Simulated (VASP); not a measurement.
The system is CdGeAs2.

```
Cd As Ge
1.0
     4.14643    0.00000    0.00000
     0.00000    4.14643    0.00000
     0.00000    0.00000    6.15134
Cd As Ge
1 2 1
Direct
  0.00000 0.00000 0.00000
  0.00000 0.50000 0.26564
  0.50000 0.00000 0.73436
  0.50000 0.50000 0.50000
```

* Program: VASP 6.6.1
* Task: relaxation of cell and atoms
* Functional: LDA
* Potentials or basis: VASP PAW LDA potentials, release 64 (Cd, As, Ge_d)
* Cutoff: 500 eV
* k mesh: 6 × 6 × 4
* Occupations: fermi-dirac, width 0.02 eV
* Spin: no spin polarisation

At the start: pressure -4.1 GPa; volume 26.44 Å³/atom.

Q: Where does the relaxation end?

A: Over 9 steps the energy falls by 26.6 meV/atom and the volume is 24.52 Å³/atom (-7.2 %); space group P-4m2 (No. 115, to 0.1 Å) before and after.

Step by step:
```csv
step,energy change (eV),largest force (eV/Å),pressure (GPa),volume (Å³)
1,0.0000,0.0925,-4.10,105.76
2,-0.0940,0.0643,1.67,95.73
3,-0.1059,0.0749,0.02,98.07
4,-0.1059,0.0754,-0.08,98.22
5,-0.1063,0.0368,-0.08,98.22
6,-0.1064,0.0029,-0.08,98.23
7,-0.1065,0.0013,0.06,98.02
8,-0.1065,0.0017,0.02,98.07
9,-0.1065,0.0012,0.01,98.09
```

Final structure:
```yaml
crystal:
  lattice:
    - [4.05037, 0.00000, 0.00000]
    - [0.00000, 4.05037, 0.00000]
    - [0.00000, 0.00000, 5.97922]
  atoms:
    - { symbol: Cd, position: [0.00000, 0.00000, 0.00000] }
    - { symbol: As, position: [0.00000, 0.50000, 0.26397] }
    - { symbol: As, position: [0.50000, 0.00000, 0.73603] }
    - { symbol: Ge, position: [0.50000, 0.50000, 0.50000] }
```
